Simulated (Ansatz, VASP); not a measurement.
Two plane-wave programs on Mg5Te

```
CELL_PARAMETERS angstrom
5.40499 0.00000 0.00000
-2.70249 4.68086 0.00000
0.00000 0.00000 6.31102
ATOMIC_POSITIONS crystal
Mg 0.33333 0.66667 0.00000
Mg 0.66667 0.33333 0.00000
Mg 0.33333 0.66667 0.50000
Mg 0.66667 0.33333 0.50000
Mg 0.00000 0.00000 0.50000
Te 0.00000 0.00000 0.00000
```

Alike in both runs: task relaxation of cell and atoms; functional PBE; k mesh 12 × 12 × 6; occupations gaussian, width 0.1 eV; no spin polarisation.

```csv
,VASP,Ansatz
version,VASP 6.6.1,Ansatz 0.2.0
potentials or method,"VASP PAW PBE potentials, release 64 (Mg, Te), cutoff 600 eV","scalar-relativistic, plane waves, PAW"
valence electrons in the cell,16,66
```

Ansatz gave:

```
gap on the k mesh at the Fermi level, each at its own relaxed structure (eV) : none
relaxed volume (Å³/atom)                                                     : 26.86
relaxed cell length with the largest relative difference (Å)                 : 5.404
```

Q: What did VASP give for the same quantities?

A: gap on the k mesh at the Fermi level, each at its own relaxed structure (eV): none; relaxed volume (Å³/atom): 26.80; relaxed cell length with the largest relative difference (Å): 5.399.

A gap of «none» marks a metal or a gap that the smearing closes. VASP's potentials hold 16 valence electrons a cell and Ansatz's 66, so a difference there can come from the potentials and not from the codes.

Spin-orbit coupling is off throughout.
